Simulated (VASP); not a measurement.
Set up this calculation in VASP 6.6.1, as the native input.

```yaml
Task: single point
Functional: r2SCAN
Potentials_or_basis: VASP PAW PBE potentials, release 64 (Ni, O)
Cutoff: 520 eV
k_mesh: 10 × 10 × 10
Occupations: gaussian, width 0.05 eV
Spin: collinear spin, antiferromagnetic start
Starting_moments: "[1.74, -1.74, 0.0, 0.0] μB"
Dipole_correction: no
Further_INCAR_settings: ALGO = Normal; EDIFF = 1e-06; NBANDS = 28
```

The system is NiO.

```
Ni O
1.0
     0.00000    1.70183    4.79312
    -1.47383   -0.85092    4.79312
     1.47383   -0.85092    4.79312
Ni O
2 2
Cartesian
  1.4738 0.8509 2.3966
  1.4738 0.8509 9.5862
  0.0000 0.0000 3.5948
  0.0000 0.0000 10.7845
```

The input as run:

POSCAR

```
NiO
1.0
    0.0000000000      1.7018302086      4.7931152520
   -1.4738281935     -0.8509151042      4.7931152520
    1.4738281935     -0.8509151042      4.7931152520
Ni O
2 2
Direct
    0.5000000000     -0.5000000000      0.5000000000
    1.0000000000      0.0000000000      1.0000000000
    0.2500000001      0.2500000001      0.2500000001
    0.7499999999      0.7499999999      0.7499999999
```

INCAR.step1

```
ALGO = Normal ; EDIFF = 1E-4
ENCUT = 520 ; GGA = PE
ISMEAR = 0 ; ISPIN = 2
LASPH = T ; LCHARG = F
LMAXMIX = 4 ; LREAL = F
LWAVE = T ; MAGMOM = 1.74 -1.74 0 0
NBANDS = 28 ; NELM = 150
PREC = Accurate ; SIGMA = 0.05
```

INCAR.step2

```
ALGO = Normal ; EDIFF = 1E-6
ENCUT = 520 ; ISIF = 2
ISMEAR = 0 ; ISPIN = 2
ISTART = 1 ; LASPH = T
LCHARG = F ; LMAXMIX = 4
LMIXTAU = T ; LORBIT = 11
LREAL = F ; LWAVE = F
MAGMOM = 1.74 -1.74 0 0 ; METAGGA = R2SCAN
NBANDS = 28 ; NELM = 150
PREC = Accurate ; SIGMA = 0.05
```

KPOINTS

```
k-points
0
Gamma
  10 10 10
```

Potentials or basis: VASP PAW PBE potentials, release 64 (Ni, O).

Launch:

```bash
$ cat potpaw_PBE.64/Ni/POTCAR potpaw_PBE.64/O/POTCAR > POTCAR
$ cp INCAR.step1 INCAR
$ mpirun -np 1 vasp_std > vasp.out
$ cp INCAR.step2 INCAR
$ mpirun -np 1 vasp_std > vasp.out
```

Results of the run:

| Item | Value |
| --- | --- |
| Pressure | 0.1 GPa |
| Band gap on the k mesh | 2.31 eV |
| Net moment | 0.00 μB per cell |
| Site moments | Ni +1.56, -1.56; O +0.00 μB |
| Valence electrons inside the program's atomic spheres | Ni 8.97; O 5.04 |

Caveat: the PAW data sets were made with another functional, which shifts forces and pressure a little.

Wall time 30 min on 1 thread of Intel Xeon 6975P-C (shared host), peak memory 0.43 GiB.
